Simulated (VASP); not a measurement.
BaTiO3: relaxation of cell and atoms with PBE

BaTiO3:

```
CELL_PARAMETERS angstrom
-2.91520 -1.57186 -2.38238
-0.07838 3.18554 -2.31649
5.79238 -3.30279 -4.60700
ATOMIC_POSITIONS crystal
Ba 0.02015 0.00445 0.99711
Ba 0.98192 0.99136 0.48832
Ti 0.48071 0.47006 0.74019
Ti 0.48576 0.48046 0.25383
O 0.51091 0.00837 0.75354
O 0.49355 0.03520 0.24498
O 0.51130 0.49479 0.52100
O 0.50051 0.52195 0.00674
O 0.01978 0.52866 0.75337
O 0.03801 0.50729 0.26220
```

```yaml
Program: VASP 6.6.1
Task: relaxation of cell and atoms
Functional: PBE
Potentials_or_basis: VASP PAW PBE potentials, release 64 (Ba_sv, Ti_sv, O)
Cutoff: 600 eV
k_mesh: 4 × 4 × 2
Occupations: gaussian, width 0.1 eV
Spin: no spin polarisation
Dipole_correction: no
Further_INCAR_settings: ALGO = Normal; EDIFF = 1e-06; IBRION = 2; EDIFFG = -0.025; NSW = 80; ISIF = 3
```

```
Relaxed volume                        : 13.53 Å³/atom
Relaxed cell                          : a = 4.092 Å, b = 4.073 Å, c = 8.120 Å, α = 89.72°, β = 89.68°, γ = 89.67°
Space group after relaxing (to 0.1 Å) : R3m (No. 160)
Energy gained by relaxing             : 86.9 meV/atom
Ionic steps                           : 16
Pressure after relaxing               : 0.0 GPa
Largest force after relaxing          : 0.015 eV/Å
Band gap on the k mesh                : 2.56 eV (least direct gap 2.81 eV)
```

Forces on the atoms (eV/Å):
```
Ba  -0.013 -0.007  0.004
Ba  -0.011 -0.003  0.002
Ti   0.002  0.000 -0.009
Ti  -0.004  0.010  0.004
O    0.008  0.004  0.003
O    0.004 -0.005 -0.005
O   -0.009  0.005  0.009
O    0.006 -0.001  0.002
O    0.008  0.002  0.002
O    0.008 -0.005 -0.011
```

Step by step:
```
step  energy change (eV)  largest force (eV/Å)  pressure (GPa)  volume (Å³)
   1              0.0000                3.1084            8.53       130.09
   2             -0.2396                2.0874           -9.37       143.46
   3             -0.6291                0.8018           -2.90       137.00
   4             -0.7942                0.7291            0.64       134.24
   5             -0.7964                0.7513            1.17       133.88
   6             -0.8416                0.4552            0.07       134.85
   7             -0.8420                0.3988            0.13       134.77
   8             -0.8596                0.1736           -0.23       135.23
   9             -0.8618                0.1859           -0.40       135.46
  10             -0.8663                0.1021            0.46       134.96
  11             -0.8663                0.1001            0.45       134.97
  12             -0.8685                0.0556           -0.09       135.45
  13             -0.8685                0.0555           -0.11       135.45
  14             -0.8690                0.0334           -0.02       135.37
  15             -0.8690                0.0274           -0.02       135.38
  16             -0.8691                0.0154            0.02       135.33
```

Final structure:
```yaml
crystal:
  lattice:
    - [-2.88546, -1.66571, -2.37581]
    - [-0.00129, 3.31661, -2.36416]
    - [5.72567, -3.30759, -4.71253]
  atoms:
    - { symbol: Ba, position: [0.99407, 0.99585, 0.99833] }
    - { symbol: Ba, position: [0.99406, 0.99562, 0.49831] }
    - { symbol: Ti, position: [0.47827, 0.48021, 0.74093] }
    - { symbol: Ti, position: [0.47817, 0.48020, 0.24091] }
    - { symbol: O, position: [0.51233, 0.02255, 0.75561] }
    - { symbol: O, position: [0.51155, 0.02262, 0.25555] }
    - { symbol: O, position: [0.51235, 0.51201, 0.51068] }
    - { symbol: O, position: [0.51249, 0.51204, 0.01061] }
    - { symbol: O, position: [0.02491, 0.51077, 0.75528] }
    - { symbol: O, position: [0.02442, 0.51073, 0.25508] }
```

Levels at points of the mesh, in eV from the valence-band top:
```csv
k point,band 38,band 39,band 40,band 41,band 42,band 43
"(0.00, 0.00, 0.00)",-0.72,-0.58,-0.57,2.56,2.61,2.76
"(0.50, 0.00, 0.00)",-0.86,-0.86,-0.11,2.71,3.69,3.77
"(0.00, 0.50, 0.00)",-0.90,-0.86,-0.07,2.74,3.68,3.77
"(0.50, 0.50, 0.00)",-0.07,-0.04,0.00,3.77,3.78,4.07
"(0.00, 0.00, 0.50)",-0.76,-0.74,-0.74,2.66,2.67,3.08
"(0.50, 0.00, 0.50)",-0.97,-0.51,-0.51,3.16,3.17,3.71
"(0.00, 0.50, 0.50)",-0.98,-0.48,-0.48,3.16,3.16,3.72
"(0.50, 0.50, 0.50)",-0.49,-0.10,-0.10,3.86,3.86,4.04
```

Run time: 34 min on 1 thread of Oxide Virtual Turin-like Processor, on a shared host, peak memory 0.33 GiB.

Caveat: spin-orbit coupling is left out, which moves the levels of the heavy elements. PBE usually gives volumes a little too large and moduli too small.
